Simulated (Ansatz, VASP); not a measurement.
**One calculation of AlGaN2, two programs**

```xyz
4
Lattice="3.3536 0.0000 0.0000 0.0000 3.3536 0.0000 0.0000 0.0000 3.9341" Properties=species:S:1:pos:R:3 pbc="T T T"
Al    1.6768    1.6768    1.9670
Ga    0.0000    0.0000    0.0000
N     1.6768    0.0000    2.9115
N     0.0000    1.6768    1.0226
```

Alike in both runs: task relaxation of the atoms; functional LDA; k mesh 8 × 8 × 6; occupations gaussian, width 0.05 eV; no spin polarisation.

|  | VASP | Ansatz |
| --- | --- | --- |
| version | VASP 6.6.1 | Ansatz 0.2.0 |
| potentials or method | VASP PAW LDA potentials, release 64 (Al, Ga_d, N), cutoff 520 eV | scalar-relativistic, plane waves, PAW |
| valence electrons in the cell | 26 | 26 |

Ansatz gave:

```
gap on the k mesh at the Fermi level, each at its own relaxed structure (eV) : 2.47
```

Task: Estimate VASP's values.

Result: gap on the k mesh at the Fermi level, each at its own relaxed structure (eV): 2.49.

Ansatz warns that its potentials were made for another functional, while VASP's fit it. LDA's correlation is that of Perdew and Zunger in VASP and of Perdew and Wang (1992) in Ansatz. Ansatz's warnings: stress scf threshold loose.
